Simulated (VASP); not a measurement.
# BN (BN (P6_3/mmc)) (P6_3/mmc) in VASP: single point with PBE

Aim: the single point of BN (BN (P6_3/mmc)) with PBE.

All numbers are computed with VASP 6.6.1; they aren't measurements. Logs are shortened: lines on timing, memory, paths and dates and some standing lists are left out, and cuts for length are marked.

### 1 The cell of the first run

It takes space group P6_3/mmc (No. 194, hexagonal). Conventional cell: a = 2.488 Å, b = 2.488 Å, c = 6.495 Å, α = 90.00°, β = 90.00°, γ = 120.00°. B (site symmetry -6m2) has 3 N at 1.44 Å within 1.9 Å. Within 1.9 Å of N (site symmetry -6m2) lie 3 B at 1.44 Å.

### 2 Single point, PBE

Contents of INCAR:

```
PREC = Accurate ; ENCUT = 520
EDIFF = 1E-6 ; ISMEAR = -1
SIGMA = 0.01 ; LREAL = F
LASPH = T ; NELM = 80
ALGO = Normal ; ISIF = 2
LWAVE = F ; LCHARG = T
GGA = PE ; LELF = T
LVHAR = T ; ISYM = 0
NBANDS = 16
```

Contents of KPOINTS:

```
Automatic mesh
0
Gamma
  4 4 2
  0.25 0.25 0.25
```

Contents of POSCAR:

```
BN
1.0
    2.4883437625     -0.0000000007      0.0000000000
   -1.2441718806      2.1549689104      0.0000000000
    0.0000000000      0.0000000000      6.4954828750
B N
2 2
Direct
    0.3333333333      0.6666666667      0.2500000000
    0.6666666667      0.3333333333      0.7500000000
    0.3333333333      0.6666666667      0.7500000000
    0.6666666667      0.3333333333      0.2500000000
```

Potentials or basis: VASP PAW PBE potentials, release 64 (B, N).

The run is started by

```console
> cat potpaw_PBE.64/B/POTCAR potpaw_PBE.64/N/POTCAR > POTCAR
> mpirun -np 1 vasp_std > vasp.out
```

OUTCAR:

```text
PREC = Accurate
   ENCUT = 520
   EDIFF = 1E-6
   ISMEAR = -1
   LREAL = F
   LASPH = T
   NELM = 80
   ISIF = 2
   GGA = PE
   ISYM = 0

 ion  position               nearest neighbor table
   1  0.333  0.667  0.250-   4 1.44   4 1.44   4 1.44
   2  0.667  0.333  0.750-   3 1.44   3 1.44   3 1.44
   3  0.333  0.667  0.750-   2 1.44   2 1.44   2 1.44
   4  0.667  0.333  0.250-   1 1.44   1 1.44   1 1.44

IMPORTANT INFORMATION: All symmetrisations will be switched off!
NOSYMM: (Re-)initialisation of all symmetry stuff for point group C_1.

----------------------------------------------------------------------------------------

                                     Primitive cell

  volume of cell :      34.8308

  direct lattice vectors                    reciprocal lattice vectors
     2.488343763 -0.000000001  0.000000000     0.401873734  0.232021909  0.000000000
    -1.244171881  2.154968910  0.000000000     0.000000000  0.464043818  0.000000000
     0.000000000  0.000000000  6.495482875     0.000000000  0.000000000  0.153953142

  length of vectors
     2.488343763  2.488343761  6.495482875     0.464043817  0.464043818  0.153953142

  position of ions in fractional coordinates (direct lattice)
     0.333333333  0.666666667  0.250000000
     0.666666667  0.333333333  0.750000000
     0.333333333  0.666666667  0.750000000
     0.666666667  0.333333333  0.250000000

  ion indices of the primitive-cell ions
   primitive index   ion index
                 1           1
                 2           2
                 3           3
                 4           4

----------------------------------------------------------------------------------------

 KPOINTS: Automatic mesh

Automatic generation of k-mesh.
 Grid dimensions read from file:
 generate k-points for:    4    4    2

 Generating k-lattice:

  Cartesian coordinates                     Fractional coordinates (reciprocal lattice)
     0.100468434  0.058005477  0.000000000     0.250000000 -0.000000000  0.000000000
     0.000000000  0.116010954  0.000000000    -0.000000000  0.250000000  0.000000000
     0.000000000  0.000000000  0.076976571     0.000000000  0.000000000  0.500000000

  Length of vectors
     0.116010954  0.116010954  0.076976571

  Shift w.r.t. Gamma in fractional coordinates (k-lattice)
     0.250000000  0.250000000  0.250000000

 Subroutine IBZKPT returns following result:
 ===========================================

 Found    192 irreducible k-points:

 Following reciprocal coordinates:
            Coordinates               Weight
  0.062500  0.062500  0.125000      2.000000
 -0.062500  0.125000  0.125000      2.000000
 -0.125000  0.062500  0.125000      2.000000
 -0.062500 -0.062500  0.125000      2.000000
  0.062500 -0.125000  0.125000      2.000000
  0.125000 -0.062500  0.125000      2.000000
[... 16 lines left out ...]
  0.062500  0.375000  0.125000      2.000000
 -0.375000  0.437500  0.125000      2.000000
 [... further k-points ...]
   k-points           NKPTS =    192   k-points in BZ     NKDIM =    192   number of bands    NBANDS=     16
   number of dos      NEDOS =    301   number of ions     NIONS =      4
   total plane-waves  NPLWV =  19200
   dimension x,y,z NGX =    20 NGY =   20 NGZ =   48
   dimension x,y,z NGXF=    40 NGYF=   40 NGZF=   96
   ions per type =               2   2
   NGX,Y,Z   is equivalent  to a cutoff of  13.36, 13.36, 12.29 a.u.
   NGXF,Y,Z  is equivalent  to a cutoff of  26.72, 26.72, 24.57 a.u.
 SYSTEM =  unknown system
   PREC   = accura    normal or accurate (medium, high low for compatibility)
   ISTART =      0    job   : 0-new  1-cont  2-samecut
   ICHARG =      2    charge: 1-file 2-atom 10-const
   ISPIN  =      1    spin polarized calculation?
   LNONCOLLINEAR =      F non collinear calculations
   LSORBIT =      F    spin-orbit coupling
   LASPH  =      T    aspherical Exc in radial PAW
   ENCUT  =  520.0 eV  38.22 Ry    6.18 a.u.   4.63  4.63 12.08*2*pi/ulx,y,z
   NELM   =     80;   NELMIN=  2; NELMDL= -5     # of ELM steps
   EDIFF  = 0.1E-05   stopping-criterion for ELM
   LREAL  =      F    real-space projection
   EDIFFG = 0.1E-04   stopping-criterion for IOM
   NSW    =      0    number of steps for IOM
   IBRION =     -1    ionic relax: 0-MD 1-quasi-New 2-CG
   NFREE  =      0    steps in history (QN), initial steepest desc. (CG)
   ISIF   =      2    stress and relaxation
   ISYM   =      0    0-nonsym 1-usesym 2-fastsym
   POTIM  = 0.5000    time-step for ionic-motion
   TEBEG  =    0.0;   TEEND  =   0.0 temperature during run
   PSTRESS=    0.0 pullay stress
   NELECT =      16.0000    total number of electrons
   NUPDOWN=      -1.0000    fix difference up-down
   EMIN   =  10.00;   EMAX   =-10.00  energy-range for DOS
   EFERMI =   0.00;   METHOD = LEGACY
   ISMEAR =    -1;   SIGMA  =   0.01  broadening in eV -4-tet -1-fermi 0-gaus
   EFERMI_NEDOS =   21; number of points for ismear=-14 and -15
   IALGO  =     38    algorithm
   IMIX   =      4    mixing-type and parameters
     AMIX     =   0.40;   BMIX     =  1.00
     AMIX_MAG =   1.60;   BMIX_MAG =  1.00
  volume/ion in A,a.u.               =       8.71        58.76
  Fermi-wavevector in a.u.,A,eV,Ry     =   1.263166  2.387038 21.709310  1.595589
  Thomas-Fermi vector in A             =   2.396537
   LORBIT       =      0    0 simple, 1 ext, 2 COOP (PROOUT), +10 PAW based schemes
   GGA     = PE    functional components
   LHFCALC =     F    Hartree Fock is set to
   AEXX    =    0.0000 exact exchange contribution
   IVDW    =     0    specifies the selected vdW correction
   LEPSILON=     F    determine dielectric tensor
   LRPA    =     F    only Hartree local field effects (RPA)
 non-spin polarized calculation
  energy-cutoff  :      520.00
  volume of cell :       34.83
 maximum number of plane-waves:       949
   NGX =  9   NGY =  9   NGZ = 25

 number of electron      16.0000000 magnetization

 Free energy of the ion-electron system (eV)
  ---------------------------------------------------
  ext. energy  EPLUGINS =         0.00000000
  ---------------------------------------------------
  free energy    TOTEN  =       -35.12670046 eV

  energy without entropy =      -35.12670046  energy(sigma->0) =      -35.12670046

 E-fermi :   2.7860     XC(G=0): -10.2558

 val. band max:        2.5698272622   @ k =  -0.3125  -0.3750   0.1250
 cond. band min:       6.9776111369   @ k =  -0.4375  -0.4375   0.1250
 fundamental gap:      4.4077838747
 Fermi energy:         2.7860389843

 k-point     1 :       0.0625    0.0625    0.1250
  band No.  band energies     occupation
      1     -15.1572      2.00000
      2     -14.8464      2.00000
      3      -3.4805      2.00000
      4      -1.3538      2.00000
      5       0.3313      2.00000
      6       0.3632      2.00000
[... 8 lines left out ...]
     15      15.3016      0.00000
     16      16.0035      0.00000

 k-point     2 :      -0.0625    0.1250    0.1250
  band No.  band energies     occupation
      1     -15.1572      2.00000
      2     -14.8464      2.00000
      3      -3.4805      2.00000
      4      -1.3538      2.00000
      5       0.3313      2.00000
      6       0.3632      2.00000
[... 8 lines left out ...]
     15      15.3016      0.00000
     16      16.0035      0.00000

 k-point     3 :      -0.1250    0.0625    0.1250
  band No.  band energies     occupation
      1     -15.1572      2.00000
      2     -14.8464      2.00000
      3      -3.4805      2.00000
      4      -1.3538      2.00000
      5       0.3313      2.00000
      6       0.3632      2.00000
[... 8 lines left out ...]
     15      15.3016      0.00000
     16      16.0035      0.00000

 k-point     4 :      -0.0625   -0.0625    0.1250
  band No.  band energies     occupation
      1     -15.1572      2.00000
      2     -14.8464      2.00000
      3      -3.4805      2.00000
      4      -1.3538      2.00000
      5       0.3313      2.00000
      6       0.3632      2.00000
[... 8 lines left out ...]
     15      15.3016      0.00000
     16      16.0035      0.00000

 k-point     5 :       0.0625   -0.1250    0.1250
  band No.  band energies     occupation
      1     -15.1572      2.00000
      2     -14.8464      2.00000
      3      -3.4805      2.00000
      4      -1.3538      2.00000
      5       0.3313      2.00000
      6       0.3632      2.00000
[... 8 lines left out ...]
     15      15.3016      0.00000
     16      16.0035      0.00000

 k-point     6 :       0.1250   -0.0625    0.1250
  band No.  band energies     occupation
      1     -15.1572      2.00000
      2     -14.8464      2.00000
      3      -3.4805      2.00000
      4      -1.3538      2.00000
      5       0.3313      2.00000
      6       0.3632      2.00000
[... 8 lines left out ...]
     15      15.3016      0.00000
     16      16.0035      0.00000
[... 267 lines left out ...]
 k-point    21 :       0.3750   -0.4375    0.1250
  band No.  band energies     occupation
      1     -12.5879      2.00000
      2     -12.4214      2.00000
      3      -5.6735      2.00000
      4      -5.5829      2.00000
      5      -1.6821      2.00000
      6      -1.6089      2.00000
[... 8 lines left out ...]
     15      18.2028      0.00000
     16      21.7789      0.00000

 k-point    22 :       0.4375   -0.0625    0.1250
  band No.  band energies     occupation
      1     -12.5879      2.00000
      2     -12.4214      2.00000
      3      -5.6735      2.00000
      4      -5.5829      2.00000
      5      -1.6820      2.00000
      6      -1.6089      2.00000
[... 8 lines left out ...]
     15      18.2028      0.00000
     16      21.7789      0.00000

 k-point    23 :       0.0625    0.3750    0.1250
  band No.  band energies     occupation
      1     -12.5879      2.00000
      2     -12.4214      2.00000
      3      -5.6735      2.00000
      4      -5.5829      2.00000
      5      -1.6820      2.00000
      6      -1.6089      2.00000
[... 8 lines left out ...]
     15      18.2028      0.00000
     16      21.7788      0.00000

 k-point    24 :      -0.3750    0.4375    0.1250
  band No.  band energies     occupation
      1     -12.5879      2.00000
      2     -12.4214      2.00000
      3      -5.6735      2.00000
      4      -5.5829      2.00000
      5      -1.6821      2.00000
      6      -1.6089      2.00000
[... 8 lines left out ...]
     15      18.2028      0.00000
     16      21.7789      0.00000

 [... further k-points ...]

------------------------ aborting loop because EDIFF is reached ----------------------------------------

  FORCE on cell =-STRESS in cart. coord.  units (eV):
  Direction    XX          YY          ZZ          XY          YZ          ZX
  --------------------------------------------------------------------------------------
  -------------------------------------------------------------------------------------
  Total        2.4261046      2.4261044      0.7867441      0.0000000     -0.0000001      0.0000001
  in kB      111.5982215    111.5982110     36.1893890      0.0000007     -0.0000026      0.0000028
  external PRESSURE =      86.4619405 kB  Pullay stress =       0.0000000 kB

 VOLUME and BASIS-vectors are now :
 -----------------------------------------------------------------------------
  energy-cutoff  :      520.00
  volume of cell :       34.83
      direct lattice vectors                 reciprocal lattice vectors
     2.488343763 -0.000000001  0.000000000     0.401873734  0.232021909  0.000000000
    -1.244171881  2.154968910  0.000000000     0.000000000  0.464043818  0.000000000
     0.000000000  0.000000000  6.495482875     0.000000000  0.000000000  0.153953142

 POSITION                                       TOTAL-FORCE (eV/Angst)
 -----------------------------------------------------------------------------------
      0.00000      1.43665      1.62387        -0.000000      0.000000     -0.000000
      1.24417      0.71832      4.87161         0.000000     -0.000000     -0.000000
      0.00000      1.43665      4.87161        -0.000000      0.000000      0.000001
      1.24417      0.71832      1.62387         0.000000     -0.000000     -0.000000
 -----------------------------------------------------------------------------------
    total drift:                               -0.000000      0.000000      0.000001

  FREE ENERGIE OF THE ION-ELECTRON SYSTEM (eV)
  ---------------------------------------------------
  free  energy   TOTEN  =       -35.1267004634 eV

  energy  without entropy=      -35.1267004634  energy(sigma->0) =      -35.12670046
```

Run time: 56 s. Hardware: 1 thread of Intel Xeon Platinum 8488C (Sapphire Rapids), shared host; peak memory 0.21 GiB.

What came out:

| Item | Value |
| --- | --- |
| Free energy | -35.1267 eV |
| Pressure | 8.6 GPa |
| Band gap on the k mesh | 4.41 eV, indirect (least direct gap 4.71 eV) |

Stress tensor (GPa, compression positive):
```
11.16  0.00  0.00
 0.00 11.16  0.00
 0.00  0.00  3.62
```

Caveat: the k points lie up to 0.73 Å⁻¹ apart; this functional lacks dispersion, which binds the layers, so the pressure and a relaxed spacing across them are unreliable. A k mesh can miss the band edges.
